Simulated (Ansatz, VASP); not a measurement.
One calculation of CuI, two programs

File INCAR:

```
  ALGO = Normal
  EDIFF = 1E-6
  ENCUT = 520
  ISIF = 2
  ISMEAR = 0
  LASPH = True
  LCHARG = False
  LREAL = False
  LWAVE = False
  NBANDS = 26
  NELM = 80
  PREC = Accurate
  SIGMA = 0.02
```

File KPOINTS:

```
k-points
0
Gamma
  6 6 6
```

Contents of POSCAR:

```
CuI
1.0
    2.0151750000      1.1634616500      7.2554649803
   -2.0151750000      1.1634616500      7.2554649803
    0.0000000000     -2.3269233000      7.2554649803
Cu I
2 2
Direct
    0.1293000000      0.1293000000      0.1293000000
    0.8707000000      0.8707000000      0.8707000000
    0.0000000000      0.0000000000      0.0000000000
    0.5000000000      0.5000000000      0.5000000000
```

Input for Ansatz:

```yaml
crystal:
  lattice:
    - [2.015175, 1.1634616500000001, 7.255464980337975]
    - [-2.015175, 1.1634616500000001, 7.255464980337975]
    - [0.0, -2.3269233000000002, 7.255464980337975]
  atoms:
    - { symbol: Cu, position: [0.1293, 0.1293, 0.1293] }
    - { symbol: Cu, position: [0.8707, 0.8707, 0.8707] }
    - { symbol: I, position: [0.0, 0.0, 0.0] }
    - { symbol: I, position: [0.5, 0.5, 0.5] }
basis:
  ecutwfc: 450.0
kpoints:
  mp_grid:
    grid: [6, 6, 6]
hamiltonian:
  xc: lda
  pseudopotentials:
    kind: paw
scf:
  occupations:
    method: gaussian
    width: 0.02
output:
  stress: true
```

Alike in both runs: task single point; functional LDA; k mesh 6 × 6 × 6; occupations gaussian, width 0.02 eV; no spin polarisation.

|  | VASP | Ansatz |
| --- | --- | --- |
| version | VASP 6.6.1 | Ansatz 0.2.0 |
| potentials or method | VASP PAW LDA potentials, release 64 (Cu, I), cutoff 520 eV | plane waves, PAW |
| valence electrons in the cell | 36 | 72 |

```tsv
	VASP	Ansatz	Ansatz less VASP
pressure (GPa)	3.1	3.0	-0.11
traceless stress, the component that is largest in VASP (GPa)	-11.59	-11.55	+0.037
```

LDA's correlation is that of Perdew and Zunger in VASP and of Perdew and Wang (1992) in Ansatz. VASP's potentials hold 36 valence electrons a cell and Ansatz's 72, so a difference there can come from the potentials and not from the codes.

Neither program's run includes spin-orbit coupling.
